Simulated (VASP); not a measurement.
# Ti (Im-3m) in VASP: a series of runs

Ti is run at these levels: PBEsol; tasks: electric field gradients.

Program: VASP 6.6.1. These are calculated values, not measurements. Logs are shortened: lines on timing, memory, paths and dates and some standing lists are left out, and cuts for length are marked.

### Step 1. The cell of the first run

The structure is cubic, space group Im-3m (No. 229). Conventional cell: a = 3.226 Å, b = 3.226 Å, c = 3.226 Å, α = 90.00°, β = 90.00°, γ = 90.00°. Within 3.7 Å of Ti (site symmetry m-3m) lie 14 Ti at 2.79 to 3.23 Å.

### Step 2. Electric field gradients, PBEsol (volume scaled by 0.95)

INCAR

```
PREC     = Accurate       # precision mode
ENCUT    = 520            # plane-wave cutoff, eV
EDIFF    = 1E-8           # SCF threshold, eV
ISMEAR   = -1             # smearing method
SIGMA    = 0.05           # smearing width, eV
LREAL    = F              # projectors in reciprocal space
LASPH    = T              # aspherical terms in the spheres
NELM     = 100            # most SCF steps
ALGO     = Normal         # electronic algorithm
ISIF     = 2              # what is computed and relaxed
LWAVE    = F              # write WAVECAR
LCHARG   = F              # write CHGCAR
GGA      = PS             # functional
LEFG     = T            
NBANDS   = 12             # bands
```

KPOINTS

```
Automatic mesh
0
Gamma
  14 14 14
```

POSCAR

```
Ti
1.0
   -1.6131810665      1.6131810665      1.6131810665
    1.6131810665     -1.6131810665      1.6131810665
    1.6131810665      1.6131810665     -1.6131810665
Ti
1
Direct
    0.0000000000      0.0000000000      0.0000000000
```

Potentials or basis: VASP PAW PBE potentials, release 64 (Ti_sv).

Started as:

```sh
$ cat potpaw_PBE.64/Ti_sv/POTCAR > POTCAR
$ mpirun -np 1 vasp_std > vasp.out
```

OUTCAR:

```text
PREC = Accurate
   ENCUT = 520
   EDIFF = 1E-8
   ISMEAR = -1
   LREAL = F
   LASPH = T
   NELM = 100
   ISIF = 2
   GGA = PS

 ion  position               nearest neighbor table
   1  0.000  0.000  0.000-

  LATTYP: Found a body centered cubic cell.
 ALAT       =     3.2263621330

  Lattice vectors:

 A1 = (  -1.6131810665,   1.6131810665,   1.6131810665)
 A2 = (   1.6131810665,  -1.6131810665,   1.6131810665)
 A3 = (   1.6131810665,   1.6131810665,  -1.6131810665)

Analysis of symmetry for initial positions (statically):
=====================================================================
 Subroutine PRICEL returns:
 Original cell was already a primitive cell.

 Routine SETGRP: Setting up the symmetry group for a
 body centered cubic supercell.

 Subroutine GETGRP returns: Found 48 space group operations
 (whereof 48 operations were pure point group operations)
 out of a pool of 48 trial point group operations.

The static configuration has the point symmetry O_h .

Analysis of symmetry for dynamics (positions and initial velocities):
=====================================================================
 Subroutine PRICEL returns:
 Original cell was already a primitive cell.

 Routine SETGRP: Setting up the symmetry group for a
 body centered cubic supercell.

 Subroutine GETGRP returns: Found 48 space group operations
 (whereof 48 operations were pure point group operations)
 out of a pool of 48 trial point group operations.

The dynamic configuration has the point symmetry O_h .

 Subroutine INISYM returns: Found 48 space group operations
 (whereof 48 operations are pure point group operations),
 and found     1 'primitive' translations

----------------------------------------------------------------------------------------

                                     Primitive cell

  volume of cell :      16.7923

  direct lattice vectors                    reciprocal lattice vectors
    -1.613181066  1.613181066  1.613181066     0.000000000  0.309946608  0.309946608
     1.613181066 -1.613181066  1.613181066     0.309946608  0.000000000  0.309946608
     1.613181066  1.613181066 -1.613181066     0.309946608  0.309946608  0.000000000
[... 118 lines left out ...]
   NGX = 11   NGY = 11   NGZ = 11

 number of electron      11.9999997 magnetization

 Free energy of the ion-electron system (eV)
  ---------------------------------------------------
  ext. energy  EPLUGINS =         0.00000000
  ---------------------------------------------------
  free energy    TOTEN  =        -8.24201760 eV

  energy without entropy =       -8.22266898  energy(sigma->0) =       -8.23234329

 E-fermi :   8.2988     XC(G=0): -11.7937

 val. band max:        8.2925162462   @ k =   0.1429   0.1429   0.0714
 cond. band min:       8.2987888607   @ k =   0.2857   0.2143   0.0000
 fundamental gap:      0.0062726145
 Fermi energy:         8.2987718042

 k-point     1 :       0.0000    0.0000    0.0000
  band No.  band energies     occupation
      1     -47.9218      2.00000
      2     -23.8303      2.00000
      3     -23.8303      2.00000
      4     -23.8303      2.00000
      5       2.2857      2.00000
      6       9.3232      0.00000
      7       9.3232      0.00000
      8       9.3232      0.00000
      9      11.1708      0.00000
     10      11.1708      0.00000
     11      25.9707      0.00000
     12      25.9707      0.00000
[... 331 lines left out ...]
 k-point    24 :       0.3571    0.2857    0.0000
  band No.  band energies     occupation
      1     -47.7500      2.00000
      2     -24.4082      2.00000
      3     -24.2900      2.00000
      4     -23.9226      2.00000
      5       7.1601      2.00000
      6       7.7486      1.99997
      7       7.9646      1.99750
      8      11.2848      0.00000
      9      11.5320      0.00000
     10      15.7463      0.00000
     11      17.1160      0.00000
     12      18.1672      0.00000

 [... further k-points ...]
[... 5 lines left out ...]
  --------------------------------------------------------------------------------------
  -------------------------------------------------------------------------------------
  Total       -0.1977468     -0.1977468     -0.1977468      0.0000000      0.0000000      0.0000000
  in kB      -18.8673447    -18.8673447    -18.8673447      0.0000000      0.0000000      0.0000000
  external PRESSURE =     -18.8673447 kB  Pullay stress =       0.0000000 kB

 VOLUME and BASIS-vectors are now :
 -----------------------------------------------------------------------------
  energy-cutoff  :      520.00
  volume of cell :       16.79
      direct lattice vectors                 reciprocal lattice vectors
    -1.613181066  1.613181066  1.613181066     0.000000000  0.309946608  0.309946608
     1.613181066 -1.613181066  1.613181066     0.309946608  0.000000000  0.309946608
     1.613181066  1.613181066 -1.613181066     0.309946608  0.309946608  0.000000000

 POSITION                                       TOTAL-FORCE (eV/Angst)
 -----------------------------------------------------------------------------------
      0.00000      0.00000      0.00000        -0.000000      0.000000      0.000000
 -----------------------------------------------------------------------------------
    total drift:                                0.000000      0.000000      0.000000

  FREE ENERGIE OF THE ION-ELECTRON SYSTEM (eV)
  ---------------------------------------------------
  free  energy   TOTEN  =        -8.2420176040 eV

  energy  without entropy=       -8.2226689752  energy(sigma->0) =       -8.23234329

 Electric field gradients (V/A^2)
---------------------------------------------------------------------
 ion       V_xx      V_yy      V_zz      V_xy      V_xz      V_yz
---------------------------------------------------------------------
   1      -0.000    -0.000     0.000    -0.000    -0.000    -0.000
---------------------------------------------------------------------

 Electric field gradients after diagonalization (V/A^2)
 (convention: |V_zz| > |V_xx| > |V_yy|)
----------------------------------------------------------------------
 ion       V_xx      V_yy      V_zz     asymmetry (V_yy - V_xx)/ V_zz
----------------------------------------------------------------------
   1       0.000     0.000    -0.000       0.000
----------------------------------------------------------------------

           NMR quadrupolar parameters

 Cq : quadrupolar parameter    Cq=e*Q*V_zz/h
 eta: asymmetry parameters     (V_yy - V_xx)/ V_zz
 Q  : nuclear electric quadrupole moment in mb (millibarn)
----------------------------------------------------------------------
 ion       Cq(MHz)       eta       Q (mb)
----------------------------------------------------------------------
   1      -0.000       0.000       1.000
----------------------------------------------------------------------
```

Wall time 12 s (1 thread of Intel Xeon Platinum 8488C (Sapphire Rapids), shared host); peak memory 0.14 GiB.

What came out:

| Quantity | Value |
| --- | --- |
| Free energy | -8.2420 eV |
| Pressure | -1.9 GPa |
| Band gap on the k mesh | zero (band 6 reaches 9.32 eV, above the bottom of band 7 at 7.63 eV) |

Levels at points of the mesh, in eV from the Fermi level:
```csv
k point,band 2,band 3,band 4,band 5,band 6,band 7,band 8,band 9,band 10,band 11
"(0.00, 0.00, 0.00)",-32.13,-32.13,-32.13,-6.01,1.02,1.02,1.02,2.87,2.87,17.67
"(0.50, 0.00, 0.00)",-32.89,-32.37,-32.13,-2.53,-0.43,1.27,2.86,3.23,4.49,9.17
"(0.50, 0.50, 0.50)",-32.65,-32.65,-32.65,-2.21,-2.21,4.12,4.12,4.12,8.64,8.64
```

Caveat: without QUAD_EFG the Cq values of the log hold for a quadrupole moment of 1 mb, not for the nuclei; the PAW data sets were made with another functional, which shifts forces and pressure a little.

### Step 3. Electric field gradients, PBEsol (volume scaled by 0.98)

INCAR

```
SYSTEM = Ti
PREC = Accurate
ENCUT = 520
EDIFF = 1E-8
ISMEAR = -1
SIGMA = 0.05
LREAL = .False.
LASPH = .True.
NELM = 60
ALGO = Normal
ISIF = 2
LWAVE = .False.
LCHARG = .False.
GGA = PS
LEFG = .True.
NBANDS = 12
```

KPOINTS

```
Automatic mesh
0
Gamma
  14 14 14
  0 0 0
```

POSCAR

```
Ti
1.0
   -1.6299862453      1.6299862453      1.6299862453
    1.6299862453     -1.6299862453      1.6299862453
    1.6299862453      1.6299862453     -1.6299862453
Ti
1
Direct
    0.0000000000      0.0000000000      0.0000000000
```

Potentials or basis: VASP PAW PBE potentials, release 64 (Ti_sv).

Started as:

```sh
$ cat potpaw_PBE.64/Ti_sv/POTCAR > POTCAR
$ mpirun -np 1 vasp_std > vasp.out
```

OUTCAR:

```text
SYSTEM = Ti
   PREC = Accurate
   ENCUT = 520
   EDIFF = 1E-8
   ISMEAR = -1
   LREAL = .False.
   LASPH = .True.
   NELM = 60
   ISIF = 2
   GGA = PS

 ion  position               nearest neighbor table
   1  0.000  0.000  0.000-

  LATTYP: Found a body centered cubic cell.
 ALAT       =     3.2599724906

  Lattice vectors:

 A1 = (  -1.6299862453,   1.6299862453,   1.6299862453)
 A2 = (   1.6299862453,  -1.6299862453,   1.6299862453)
 A3 = (   1.6299862453,   1.6299862453,  -1.6299862453)

Analysis of symmetry for initial positions (statically):
=====================================================================
 Subroutine PRICEL returns:
 Original cell was already a primitive cell.

 Routine SETGRP: Setting up the symmetry group for a
 body centered cubic supercell.

 Subroutine GETGRP returns: Found 48 space group operations
 (whereof 48 operations were pure point group operations)
[... 540 lines left out ...]

 VOLUME and BASIS-vectors are now :
 -----------------------------------------------------------------------------
  energy-cutoff  :      520.00
  volume of cell :       17.32
      direct lattice vectors                 reciprocal lattice vectors
    -1.629986245  1.629986245  1.629986245     0.000000000  0.306751055  0.306751055
     1.629986245 -1.629986245  1.629986245     0.306751055  0.000000000  0.306751055
     1.629986245  1.629986245 -1.629986245     0.306751055  0.306751055  0.000000000

 POSITION                                       TOTAL-FORCE (eV/Angst)
 -----------------------------------------------------------------------------------
      0.00000      0.00000      0.00000         0.000000     -0.000000      0.000000
 -----------------------------------------------------------------------------------
    total drift:                                0.000000      0.000000     -0.000000

  FREE ENERGIE OF THE ION-ELECTRON SYSTEM (eV)
  ---------------------------------------------------
  free  energy   TOTEN  =        -8.2307473420 eV

  energy  without entropy=       -8.2104675903  energy(sigma->0) =       -8.22060747

 Electric field gradients (V/A^2)
---------------------------------------------------------------------
 ion       V_xx      V_yy      V_zz      V_xy      V_xz      V_yz
---------------------------------------------------------------------
   1       0.000    -0.000     0.000     0.000     0.000     0.000
---------------------------------------------------------------------

 Electric field gradients after diagonalization (V/A^2)
 (convention: |V_zz| > |V_xx| > |V_yy|)
----------------------------------------------------------------------
 ion       V_xx      V_yy      V_zz     asymmetry (V_yy - V_xx)/ V_zz
----------------------------------------------------------------------
   1      -0.000    -0.000     0.001       0.000
----------------------------------------------------------------------

           NMR quadrupolar parameters

 Cq : quadrupolar parameter    Cq=e*Q*V_zz/h
 eta: asymmetry parameters     (V_yy - V_xx)/ V_zz
 Q  : nuclear electric quadrupole moment in mb (millibarn)
----------------------------------------------------------------------
 ion       Cq(MHz)       eta       Q (mb)
----------------------------------------------------------------------
   1       0.000       0.000       1.000
----------------------------------------------------------------------
```

OSZICAR:

```text
N       E                     dE             d eps       ncg     rms          rms(c)
DAV:   1     0.863803245192E+02    0.86380E+02   -0.64906E+03  2504   0.121E+03
DAV:   2    -0.516098235987E+01   -0.91541E+02   -0.89246E+02  2544   0.297E+02
DAV:   3    -0.932674339710E+01   -0.41658E+01   -0.41126E+01  3472   0.645E+01
DAV:   4    -0.940454357218E+01   -0.77800E-01   -0.77713E-01  2860   0.787E+00
DAV:   5    -0.940599460150E+01   -0.14510E-02   -0.14510E-02  2968   0.980E-01    0.868E+00
DAV:   6    -0.822838450972E+01    0.11776E+01   -0.27992E+00  2696   0.235E+01    0.208E+00
DAV:   7    -0.822191298360E+01    0.64715E-02   -0.77755E-02  2932   0.288E+00    0.125E+00
DAV:   8    -0.823032111692E+01   -0.84081E-02   -0.36682E-02  2656   0.227E+00    0.113E-01
DAV:   9    -0.823071415437E+01   -0.39304E-03   -0.23776E-03  3012   0.485E-01    0.767E-02
DAV:  10    -0.823076136510E+01   -0.47211E-04   -0.31975E-04  2668   0.198E-01    0.183E-02
DAV:  11    -0.823074742568E+01    0.13939E-04   -0.35442E-05  2764   0.911E-02    0.980E-03
DAV:  12    -0.823074726941E+01    0.15628E-06   -0.25151E-06  2976   0.172E-02    0.980E-04
DAV:  13    -0.823074748982E+01   -0.22042E-06   -0.17354E-07  3008   0.342E-03    0.254E-03
DAV:  14    -0.823074735460E+01    0.13522E-06   -0.10204E-07  2596   0.404E-03    0.264E-04
DAV:  15    -0.823074734071E+01    0.13892E-07   -0.26027E-09  1708   0.606E-04    0.340E-05
DAV:  16    -0.823074734196E+01   -0.12442E-08   -0.37554E-10  1348   0.247E-04
   1 F= -.82307473E+01 E0= -.82206075E+01  d E =-.202798E-01
```

stdout:

```text
POSCAR found type information on POSCAR Ti
 POSCAR found :  1 types and       1 ions
 scaLAPACK will be used
 -----------------------------------------------------------------------------
|                                                                             |
|                                                                             |
|     You enforced a specific xc type in the INCAR file but a different       |
|     I HOPE YOU KNOW WHAT YOU ARE DOING!                                     |
|                                                                             |
 -----------------------------------------------------------------------------

 LDA part: xc-table for (Slater+PW92), standard interpolation
 POSCAR, INCAR and KPOINTS ok, starting setup
 FFT: planning ... GRIDC
 FFT: planning ... GRID_SOFT
 FFT: planning ... GRID
 WAVECAR not read
 entering main loop
ion   1
```

Run time: 12 s. Hardware: 1 thread of Intel Xeon Platinum 8488C (Sapphire Rapids), shared host; peak memory 0.15 GiB.

Results:

| Item | Value |
| --- | --- |
| Free energy | -8.2307 eV |
| Pressure | -5.0 GPa |
| Band gap on the k mesh | zero (band 6 reaches 8.97 eV, above the bottom of band 7 at 7.32 eV) |

Caveat: without QUAD_EFG the Cq values of the log hold for a quadrupole moment of 1 mb, not for the nuclei; the PAW data sets were made with another functional, which shifts forces and pressure a little.

(Continued in part 2 of 2.)
